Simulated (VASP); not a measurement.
Zn, 1 atom in the cell. The structure is orthorhombic, space group Immm (No. 71). Conventional cell: a = 2.713 Å, b = 2.843 Å, c = 4.204 Å, α = 90.00°, β = 90.00°, γ = 90.00°. Zn (site symmetry mmm) has 12 Zn at 2.71 to 2.88 Å within 3.6 Å.  This cell differs from its parent crystal: engineering shear strain xy -0.0467, normal strain along z +0.0700.

- Program: VASP 6.6.1
- Task: single point
- Functional: PBE
- Potentials or basis: VASP PAW PBE potentials, release 64 (Zn)
- Cutoff: 520 eV
- k mesh: 20 × 20 × 20
- Occupations: gaussian, width 0.15 eV
- Spin: no spin polarisation
- Dipole correction: no
- Further INCAR settings: ALGO = Fast; EDIFF = 1e-06; NBANDS = 12

Potentials or basis: VASP PAW PBE potentials, release 64 (Zn).

The run is started by

```console
$ cat potpaw_PBE.64/Zn/POTCAR > POTCAR
$ mpirun -np 1 vasp_std > vasp.out
```

Hardware: 1 thread of Intel(R) Xeon(R) Platinum 8559C (Emerald Rapids), with other jobs on the host.

Problem. Estimate the wall time of this run.

Solution. It took 68 s on 1 thread of Intel(R) Xeon(R) Platinum 8559C (Emerald Rapids), with other jobs on the host, peak memory 0.32 GiB. Counts: scf iterations 11, k points 1166.
